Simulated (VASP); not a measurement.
Here is a VASP 6.6.1 calculation.

INCAR

```
ALGO = Normal
EDIFF = 1E-7
ENCUT = 520
ISIF = 2
ISMEAR = 0
LASPH = T
LCHARG = T
LELF = T
LREAL = F
LVHAR = T
LWAVE = F
NBANDS = 11
NELM = 80
PREC = Accurate
SIGMA = 0.01
```

Contents of KPOINTS:

```
k-points
0
Gamma
  8 8 8
```

File POSCAR:

```
BP
1.0
    2.2004746913      2.2004746913      0.0000000000
   -2.2004746913      2.2004746913      0.0000000000
    0.0000000000      2.2004746913      2.2723269262
B P
1 1
Direct
    0.0000000000      0.0000000000      0.0000000000
    0.7500000000      0.2500000000      0.5000000000
```

Potentials or basis: VASP PAW LDA potentials, release 64 (B, P).

Launch:

```console
$ cat potpaw_LDA.64/B/POTCAR potpaw_LDA.64/P/POTCAR > POTCAR
$ mpirun -np 1 vasp_std > vasp.out
```

Problem. What does it give for the band gap on the k mesh?

Solution. 0.91 eV, indirect (least direct gap 3.31 eV).

Problem. What does it give for the pressure?

Solution. 5.1 GPa.

Stress tensor (GPa, compression positive):
```
 8.23  0.00  0.00
 0.00  8.23  0.00
 0.00  0.00 -1.17
```

Caveat: the cell differs from its parent crystal (in-plane strain -0.02). A k mesh can miss the band edges.
